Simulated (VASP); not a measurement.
A run of VASP 6.6.1 is set up as follows.

File INCAR:

```
  PREC = Accurate
  ENCUT = 600
  EDIFF = 1E-6
  ISMEAR = 0
  SIGMA = 0.02
  LREAL = False
  LASPH = True
  NELM = 60
  ALGO = Normal
  ISIF = 3
  LWAVE = False
  LCHARG = False
  GGA = CA
  IBRION = 2
  NSW = 100
  EDIFFG = -0.005
```

The input KPOINTS:

```
regular mesh
0
Gamma
  8 8 8
```

File POSCAR:

```
Mg2FeH6
1.0
    0.0000000000      3.2150000000      3.2150000000
    3.2150000000      0.0000000000      3.2150000000
    3.2150000000      3.2150000000      0.0000000000
Mg Fe H
2 1 6
Direct
    0.2500000000      0.2500000000      0.2500000000
    0.7500000000      0.7500000000      0.7500000000
    0.0000000000      0.0000000000      0.0000000000
    0.7580000000      0.2420000000      0.2420000000
    0.2420000000      0.7580000000      0.2420000000
    0.2420000000      0.7580000000      0.7580000000
    0.7580000000      0.2420000000      0.7580000000
    0.2420000000      0.2420000000      0.7580000000
    0.7580000000      0.7580000000      0.2420000000
```

Potentials or basis: VASP PAW LDA potentials, release 64 (Mg, Fe, H).

Launch:

```sh
$ cat potpaw_LDA.64/Mg/POTCAR potpaw_LDA.64/Fe/POTCAR potpaw_LDA.64/H/POTCAR > POTCAR
$ mpirun -np 1 vasp_std > vasp.out
```

(1) Estimate the space group after relaxing (to 0.05 Å).

(2) What does it give for the relaxed cell?

(3) Predict the relaxed volume.

(4) What does it give for the band gap on the k mesh?

Results:

(1) Fm-3m (No. 225).

(2) a = 4.430 Å, b = 4.430 Å, c = 4.430 Å, α = 60.00°, β = 60.00°, γ = 60.00°.

(3) 6.83 Å³/atom.

(4) 1.76 eV, direct.
